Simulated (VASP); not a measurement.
Here is a VASP 6.6.1 calculation.

Contents of INCAR:

```
PREC = Accurate ; ENCUT = 520
EDIFF = 1E-6 ; ISMEAR = 0
SIGMA = 0.1 ; LREAL = F
LASPH = T ; NELM = 100
ALGO = Normal ; ISIF = 2
LWAVE = F ; LCHARG = T
GGA = PE ; LELF = T
LVHAR = T ; NBANDS = 34
```

The input KPOINTS:

```
Automatic mesh
0
Gamma
  12 12 2
```

POSCAR

```
Ni2N
1.0
    2.7107737292      0.0000000000      0.0000000000
   -1.3553868646      2.3475989134      0.0000000000
    0.0000000000      0.0000000000      8.8941148967
Ni N
4 2
Direct
    0.3333333333      0.6666666667      0.6175701548
    0.6666666667      0.3333333333      0.1175701548
    0.3333333333      0.6666666667      0.8824298452
    0.6666666667      0.3333333333      0.3824298452
    0.3333333333      0.6666666667      0.2500000000
    0.6666666667      0.3333333333      0.7500000000
```

Potentials or basis: VASP PAW PBE potentials, release 64 (Ni, N).

Launch:

```bash
$ cat potpaw_PBE.64/Ni/POTCAR potpaw_PBE.64/N/POTCAR > POTCAR
$ mpirun -np 1 vasp_std > vasp.out
```

Predict the largest force.

0.046 eV/Å.

Estimate the band gap on the k mesh.

zero (band 25 reaches 9.87 eV, above the bottom of band 26 at 8.79 eV).

What does it give for the pressure?

0.7 GPa.

Forces in eV/Å, atoms in the order of the input:
```
Ni   0.000  0.000 -0.046
Ni   0.000  0.000 -0.046
Ni   0.000  0.000  0.046
Ni   0.000  0.000  0.046
N    0.000  0.000  0.000
N    0.000  0.000  0.000
```

Caveat: the run has no spin polarisation, though such a crystal can be magnetic. Spin polarisation is off, so any magnetic state and its effect on volume and gap are missing.
